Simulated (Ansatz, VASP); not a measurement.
# Two plane-wave programs on MgGe2

File INCAR:

```
SYSTEM = MgGe2
PREC = Accurate
ENCUT = 520
EDIFF = 1E-6
ISMEAR = -1
SIGMA = 0.05
LREAL = .False.
LASPH = .True.
NELM = 60
ALGO = Normal
ISIF = 2
LWAVE = .False.
LCHARG = .False.
NBANDS = 39
```

Contents of KPOINTS:

```
regular mesh
0
Gamma
  8 8 5
  0 0 0
```

POSCAR

```
MgGe2
1.0
    5.5214850000     -1.8498460000      0.0000000000
    5.5214850000      1.8498460000      0.0000000000
   -3.2176250000      0.0000000000      6.0077740000
Ge Mg
4 2
Direct
    0.5292340000      0.5292340000      0.2936210000
    0.4707660000      0.4707660000      0.7063790000
    0.8803900000      0.8803900000      0.9854400000
    0.1196100000      0.1196100000      0.0145600000
    0.8152860000      0.8152860000      0.3492530000
    0.1847140000      0.1847140000      0.6507470000
```

File input.yaml:

```yaml
crystal:
  lattice:
    - [5.521485, -1.849846, 0.0]
    - [5.521485, 1.849846, 0.0]
    - [-3.217625, 0.0, 6.007774]
  atoms:
    - { symbol: Ge, position: [0.529234, 0.529234, 0.293621] }
    - { symbol: Ge, position: [0.470766, 0.470766, 0.706379] }
    - { symbol: Ge, position: [0.88039, 0.88039, 0.98544] }
    - { symbol: Ge, position: [0.11961, 0.11961, 0.01456] }
    - { symbol: Mg, position: [0.815286, 0.815286, 0.349253] }
    - { symbol: Mg, position: [0.184714, 0.184714, 0.650747] }
hamiltonian:
  xc: lda
  pseudopotentials: { kind: paw }
kpoints:
  mp_grid: { grid: [8, 8, 5] }
  band_path:
    path:
      - [[0.0, 0.0, -0.5], [0.0, 0.0, 0.0], [0.5, 0.0, 0.0]]
      - [[0.5, 0.0, -0.5], [0.0, 0.0, 0.0], [-0.5, -0.5, 0.5]]
      - [[-0.5, -0.5, 0.0], [0.0, 0.0, 0.0], [0.0, -0.5, 0.5]]
      - [[0.0, -0.5, 0.0], [0.0, 0.0, 0.0]]
    npoints: 14
scf:
  occupations: { method: fermi_dirac, width: 0.05 }
  n_extra_bands: 15
output:
  forces: true
  stress: true
  eigenvalues: true
  fatbands: true
  write_density: true
  write_potential: true
  elf: true
  volumetric_format: npy
```

Alike in both runs: functional LDA; k mesh 8 × 8 × 5; occupations fermi-dirac, width 0.05 eV; no spin polarisation.

```csv
,VASP,Ansatz
version,VASP 6.6.1,Ansatz 0.2.0
potentials or method,"VASP PAW LDA potentials, release 64 (Ge_d, Mg)",Ansatz PAW
plane-wave cutoff (eV),520,420
valence electrons in the cell,60,76
task,single point,band structure
```

Ansatz gave:

```
gap on the k mesh at the Fermi level (eV)                     : none
pressure (GPa)                                                : -4.3
traceless stress, the component that is largest in VASP (GPa) : -0.66
rms of the force components (eV/Å)                            : 0.098
```

Problem. Estimate VASP's values.

Solution. gap on the k mesh at the Fermi level (eV): none; pressure (GPa): -4.7; traceless stress, the component that is largest in VASP (GPa): -0.90; rms of the force components (eV/Å): 0.093.

LDA's correlation is that of Perdew and Zunger in VASP and of Perdew and Wang (1992) in Ansatz. Atom by atom the forces differ by 0.007 eV/Å (rms over components). A gap of «none» marks a metal or a gap that the smearing closes. VASP's potentials hold 60 valence electrons a cell and Ansatz's 76, so a difference there can come from the potentials and not from the codes.
